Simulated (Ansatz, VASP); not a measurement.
# One calculation of AgCl, two programs

```xyz
2
Lattice="0.0000 2.7732 2.7732 2.7732 0.0000 2.7732 2.7732 2.7732 0.0000" Properties=species:S:1:pos:R:3 pbc="T T T"
Ag    0.0000    0.0000    0.0000
Cl    2.7732    2.7732    2.7732
```

Alike in both runs: task single point; functional PBEsol; k mesh 6 × 6 × 6; occupations tetrahedron; no spin polarisation.

```csv
,VASP,Ansatz
version,VASP 6.6.1,Ansatz 0.2.0
potentials or method,"VASP PAW PBE potentials, release 64 (Ag, Cl)",plane waves
plane-wave cutoff (eV),500,420
valence electrons in the cell,18,26
```

Ansatz gave:

- gap on the k mesh at the Fermi level (eV): 0.73
- pressure (GPa): -2.6

Q: Which values does VASP return?

A: gap on the k mesh at the Fermi level (eV): 0.73; pressure (GPa): -2.7.

VASP's potentials were made for PBE, not for PBEsol. VASP's potentials hold 18 valence electrons a cell and Ansatz's 26, so a difference there can come from the potentials and not from the codes. Ansatz's warnings: band table not solved further, tetrahedron derivatives may miss energy slope.
